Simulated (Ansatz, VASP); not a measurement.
**BaZrO3: VASP beside Ansatz**

```
Ba Zr O
1.0
     3.97242    0.00000    0.00000
     0.00000    3.97242    0.00000
     0.00000    0.00000    4.18150
Ba Zr O
1 1 3
Direct
  0.50000 0.50000 0.50000
  0.00000 0.00000 0.00000
  0.50000 0.00000 0.00000
  0.00000 0.50000 0.00000
  0.00000 0.00000 0.50000
```

Change from the starting cell: strain -0.0500 x Voigt [1, 1, 0, 0, 0, 0], atoms carried along.

Alike in both runs: task single point; functional PBE; k mesh 6 × 6 × 6; occupations gaussian, width 0.05 eV; no spin polarisation.

|  | VASP | Ansatz |
| --- | --- | --- |
| version | VASP 6.6.1 | Ansatz 0.2.0 |
| potentials or method | VASP PAW PBE potentials, release 64 (Ba_sv, Zr_sv, O), cutoff 520 eV | scalar-relativistic, plane waves, PAW |
| valence electrons in the cell | 40 | 40 |

|  | VASP | Ansatz | Ansatz less VASP |
| --- | --- | --- | --- |
| gap on the k mesh at the Fermi level (eV) | 3.26 | 3.32 | +0.061 |
| least direct gap on the mesh (eV) | 3.30 | 3.33 | +0.033 |
| pressure (GPa) | 29.8 | 28.1 | -1.68 |
| traceless stress, the component that is largest in VASP (GPa) | -12.21 | -11.96 | +0.257 |

Both programs put the cell under a high pressure, so it lies far from rest at this level.

Neither program's run includes spin-orbit coupling.
